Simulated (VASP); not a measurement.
C, 12 atoms in the cell. It takes space group P6_3/mmc (No. 194, hexagonal). Conventional cell: a = 2.344 Å, b = 2.344 Å, c = 12.740 Å, α = 90.00°, β = 90.00°, γ = 120.00°. C (site symmetry 3m) has 4 C at 1.45 to 1.61 Å within 1.9 Å. C (site symmetry 3m) has 4 C at 1.45 to 1.58 Å within 1.9 Å. Within 1.9 Å of C (site symmetry 3m) lie 4 C at 1.45 to 1.58 Å. 

* Program: VASP 6.6.1
* Task: single point
* Functional: PBE
* Potentials or basis: VASP PAW PBE potentials, release 64 (C)
* Cutoff: 520 eV
* k mesh: 12 × 12 × 2
* Occupations: gaussian, width 0.05 eV
* Spin: no spin polarisation
* Dipole correction: no
* Further INCAR settings: ALGO = Normal; EDIFF = 1e-06; NBANDS = 36

Potentials or basis: VASP PAW PBE potentials, release 64 (C).

The run is started by

```sh
$ cat potpaw_PBE.64/C/POTCAR > POTCAR
$ mpirun -np 1 vasp_std > vasp.out
```

Hardware: 1 thread of AMD EPYC 9R45 96-Core Processor (Zen 5) (shared host).

Estimate the wall time of this run.

Run time: 51 s on 1 thread of AMD EPYC 9R45 96-Core Processor (Zen 5) (shared host), peak memory 0.16 GiB. Counts: scf iterations 12, k points 38.
